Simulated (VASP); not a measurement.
Input of a VASP 6.6.1 run:

File INCAR:

```
SYSTEM = AgCl
PREC = Accurate
ENCUT = 500
EDIFF = 1E-6
ISMEAR = 0
SIGMA = 0.02
LREAL = .FALSE.
LASPH = .TRUE.
NELM = 120
ALGO = Normal
ISIF = 2
LWAVE = .FALSE.
LCHARG = .FALSE.
GGA = PE
NBANDS = 16
GGA_COMPAT = .FALSE.
```

Contents of KPOINTS:

```
Automatic mesh
0
G
  8 8 8
  0 0 0
```

POSCAR

```
AgCl
1.0
    0.0000000000      2.7480739668      2.7480739668
    2.7480739668      0.0000000000      2.7480739668
    2.7480739668      2.7480739668      0.0000000000
Ag Cl
1 1
Direct
    0.0000000000      0.0000000000      0.0000000000
    0.5000000000      0.5000000000      0.5000000000
```

Potentials or basis: VASP PAW PBE potentials, release 64 (Ag, Cl).

Run with:

```sh
$ cat potpaw_PBE.64/Ag/POTCAR potpaw_PBE.64/Cl/POTCAR > POTCAR
$ mpirun -np 1 vasp_std > vasp.out
```

Problem. Predict the pressure.

Solution. 2.9 GPa.

Problem. What does it give for the band gap on the k mesh?

Solution. 0.90 eV (least direct gap 3.27 eV).

A k mesh can miss the band edges.
